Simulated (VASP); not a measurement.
Wanted: the native input for a VASP 6.6.1 run.

- Task: single point
- Functional: HSE06
- Potentials or basis: VASP PAW PBE potentials, release 64 (Ge_d)
- Cutoff: 410 eV
- k mesh: 6 × 6 × 6
- Occupations: fermi-dirac, width 0.02 eV
- Spin: no spin polarisation
- Dipole correction: no
- Grid for exact exchange (PRECFOCK): Normal
- Further INCAR settings: ALGO = Normal; EDIFF = 1e-06; NBANDS = 21
- Share of exact exchange: 0.25
- Screening parameter: 0.2079 1/Å

The system is Ge.

```xyz
2
Lattice="0.0000 2.8800 2.8800 2.8800 0.0000 2.8800 2.8800 2.8800 0.0000" Properties=species:S:1:pos:R:3 pbc="T T T"
Ge    0.0000    0.0000    0.0000
Ge    1.4400    1.4400    1.4400
```

One way to write it, as run:

POSCAR

```
Ge
1.0
    0.0000000000      2.8800000000      2.8800000000
    2.8800000000      0.0000000000      2.8800000000
    2.8800000000      2.8800000000      0.0000000000
Ge
2
Direct
    0.0000000000      0.0000000000      0.0000000000
    0.2500000000      0.2500000000      0.2500000000
```

INCAR.step1

```
ALGO = Normal ; EDIFF = 1E-5
ENCUT = 410 ; GGA = PE
GGA_COMPAT = False ; ISIF = 2
ISMEAR = -1 ; LASPH = True
LCHARG = False ; LREAL = False
LWAVE = True ; NBANDS = 21
NELM = 120 ; PREC = Accurate
SIGMA = 0.02
```

INCAR.step2

```
ALGO = Normal ; EDIFF = 1E-6
ENCUT = 410 ; GGA = PE
GGA_COMPAT = False ; HFSCREEN = 0.2079
ISIF = 2 ; ISMEAR = -1
ISTART = 1 ; LASPH = True
LCHARG = False ; LHFCALC = True
LREAL = False ; LWAVE = False
NBANDS = 21 ; NELM = 120
PREC = Accurate ; PRECFOCK = Normal
SIGMA = 0.02
```

KPOINTS

```
k-points
0
Gamma
  6 6 6
```

Potentials or basis: VASP PAW PBE potentials, release 64 (Ge_d).

Launch:

```console
$ cat potpaw_PBE.64/Ge_d/POTCAR > POTCAR
$ cp INCAR.step1 INCAR
$ mpirun -np 1 vasp_std > vasp.out
$ cp INCAR.step2 INCAR
$ mpirun -np 1 vasp_std > vasp.out
```

It gave:

```yaml
Pressure: -3.0 GPa
Band_gap_on_the_k_mesh: 0.33 eV
```

Caveat: the cell stands under tension; the PAW data sets were made with another functional, which shifts forces and pressure a little.

It took 82 min on 1 thread of Intel(R) Xeon(R) Platinum 8488C (Sapphire Rapids), with other jobs on the host, peak memory 0.27 GiB.
